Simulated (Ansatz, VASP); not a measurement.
One calculation of GaP, two programs

```xyz
2
Lattice="0.0000 2.7798 2.7798 2.7798 0.0000 2.7798 2.7798 2.7798 0.0000" Properties=species:S:1:pos:R:3 pbc="T T T"
Ga    0.0000    0.0000    0.0000
P     1.3899    1.3899    1.3899
```

Alike in both runs: task single point; functional PBE; k mesh 6 × 6 × 6; no spin polarisation.

|  | VASP | Ansatz |
| --- | --- | --- |
| version | VASP 6.6.1 | Ansatz 0.2.0 |
| potentials or method | VASP PAW PBE potentials, release 64 (Ga_d, P) | plane waves, PAW |
| plane-wave cutoff (eV) | 520 | 420 |
| occupations | gaussian, width 0.01 eV | fixed |
| valence electrons in the cell | 18 | 18 |

```csv
,VASP,Ansatz,Ansatz less VASP
gap on the k mesh at the Fermi level (eV),1.34,1.34,+0.004
pressure (GPa),-2.1,-2.1,+0.06
```
